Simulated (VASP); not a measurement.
Crystal: FeO (Wuestite).

```
Fe O
1.0
     1.51882    0.87689    2.51958
    -1.51882    0.87689    2.51958
     0.00000   -1.75378    2.51958
Fe O
1 1
Direct
  0.00000 0.00000 0.00000
  0.50000 0.50000 0.50000
```

Base run:

- Program: VASP 6.6.1
- Functional: PBE
- Potentials or basis: VASP PAW PBE potentials, release 64 (Fe, O)
- Cutoff: 520 eV
- k mesh: 9 × 9 × 9
- Occupations: fermi-dirac, width 0.05 eV
- Spin: collinear spin, ferromagnetic start
- Starting moments: [3.0, 0.0] μB

Its results: band gap on the k mesh zero (filled and empty bands overlap); pressure -1.2 GPa; net moment 4.00 μB per cell; site moments Fe +3.62; O +0.30 μB.

Task: The run is repeated on the same cell with these changes: potentials or basis from VASP PAW PBE potentials, release 64 (Fe, O) to VASP PAW PBE potentials, release 64 (Fe_sv, O); cutoff from 520 eV to 600 eV; further incar settings from ALGO = Normal; EDIFF = 1e-06; NBANDS = 18 to ALGO = Normal; EDIFF = 1e-06; NBANDS = 22; valence electrons from 14 to 22. What comes out?

Result: Band gap on the k mesh zero (filled and empty bands overlap); pressure -3.5 GPa; net moment 4.00 μB per cell; site moments Fe +3.48; O +0.29 μB.

Caveats: a cell with one magnetic atom can't hold antiferromagnetic order, which such compounds often take; semilocal functionals often make such compounds metallic where correlation or magnetic order opens a gap, which also shifts bond lengths.
